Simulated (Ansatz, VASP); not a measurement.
# GaAs: VASP beside Ansatz

INCAR

```
SYSTEM = GaAs
PREC     = Accurate       ! precision mode
ENCUT    = 520            ! plane-wave cutoff, eV
EDIFF    = 1E-8           ! SCF threshold, eV
ISMEAR   = 0              ! smearing method
SIGMA    = 0.01           ! smearing width, eV
LREAL    = .FALSE.        ! projectors in reciprocal space
LASPH    = .TRUE.         ! aspherical terms in the spheres
NELM     = 100            ! most SCF steps
ALGO     = Normal         ! electronic algorithm
ISIF     = 2              ! what is computed and relaxed
LWAVE    = .FALSE.        ! write WAVECAR
LCHARG   = .FALSE.        ! write CHGCAR
GGA      = PE             ! functional
LEFG     = .TRUE.       
NBANDS   = 16             ! bands
```

File KPOINTS:

```
regular mesh
0
G
  12 12 12
  0 0 0
```

POSCAR

```
GaAs
1.0
    0.0000000000      2.8194337500      2.8406325000
    2.8194337500      0.0000000000      2.8406325000
    2.8194337500      2.8194337500      0.0000000000
Ga As
1 1
Direct
    0.0000000000      0.0000000000      0.0000000000
    0.2500000000      0.2500000000      0.2500000000
```

Input for Ansatz:

```yaml
crystal:
  lattice:
    - [0.0, 2.81943375, 2.8406325]
    - [2.81943375, 0.0, 2.8406325]
    - [2.81943375, 2.81943375, 0.0]
  atoms:
    - { symbol: Ga, position: [0.0, 0.0, 0.0] }
    - { symbol: As, position: [0.25, 0.25, 0.25] }
scf:
  occupations: { method: gaussian, width: 0.01 }
  n_extra_bands: 4
output:
  eigenvalues: true
  efg: { quadrupole_moments_barn: { Ga: 0.171, As: 0.314 } }
  write_density: true
  write_potential: true
  elf: true
  volumetric_format: npy
hamiltonian:
  xc: pbe
kpoints:
  mp_grid: { grid: [12, 12, 12] }
```

Alike in both runs: task electric field gradients; functional PBE; k mesh 12 × 12 × 12; occupations gaussian, width 0.01 eV; no spin polarisation.

|  | VASP | Ansatz |
| --- | --- | --- |
| version | VASP 6.6.1 | Ansatz 0.2.0 |
| potentials or method | VASP PAW PBE potentials, release 64 (Ga_d, As) | scalar-relativistic, plane waves, PAW |
| plane-wave cutoff (eV) | 520 | 420 |
| valence electrons in the cell | 18 | 28 |

```tsv
	VASP	Ansatz	Ansatz less VASP
gap on the k mesh at the Fermi level (eV)	0.51	0.50	-0.005
least direct gap on the mesh (eV)	0.51	0.50	-0.005
size of Vzz on the site where it differs most (V/Å²)	1.2	1.4	+0.18
```

VASP's potentials hold 18 valence electrons a cell and Ansatz's 28, so a difference there can come from the potentials and not from the codes.
